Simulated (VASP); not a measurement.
Cu:

```
Cu
1.0
     2.49315    0.00000    0.00000
     0.00000    2.49315    0.00000
     0.00000    0.00000    3.50283
Cu
2
Direct
  0.00000 0.00000 0.00000
  0.50000 0.50000 0.50000
```

Base run:

| Item | Value |
| --- | --- |
| Program | VASP 6.6.1 |
| Functional | LDA |
| Potentials or basis | VASP PAW LDA potentials, release 64 (Cu_sv_GW) |
| Cutoff | 700 eV |
| k mesh | 16 × 16 × 12 |
| Occupations | methfessel-paxton, width 0.1 eV |
| Spin | no spin polarisation |

Its results: band gap on the k mesh zero (band 19 reaches 14.73 eV, above the bottom of band 20 at 6.20 eV); pressure -4.5 GPa.

Task: The run is repeated on the same cell with these changes: potentials or basis from VASP PAW LDA potentials, release 64 (Cu_sv_GW) to VASP PAW LDA potentials, release 64 (Cu); cutoff from 700 eV to 520 eV; further incar settings from ALGO = Normal; EDIFF = 1e-06; NBANDS = 26 to ALGO = Normal; EDIFF = 1e-06; NBANDS = 18; valence electrons from 38 to 22. What comes out?

Result: Band gap on the k mesh zero (band 11 reaches 14.91 eV, above the bottom of band 12 at 6.32 eV); pressure 1.1 GPa.
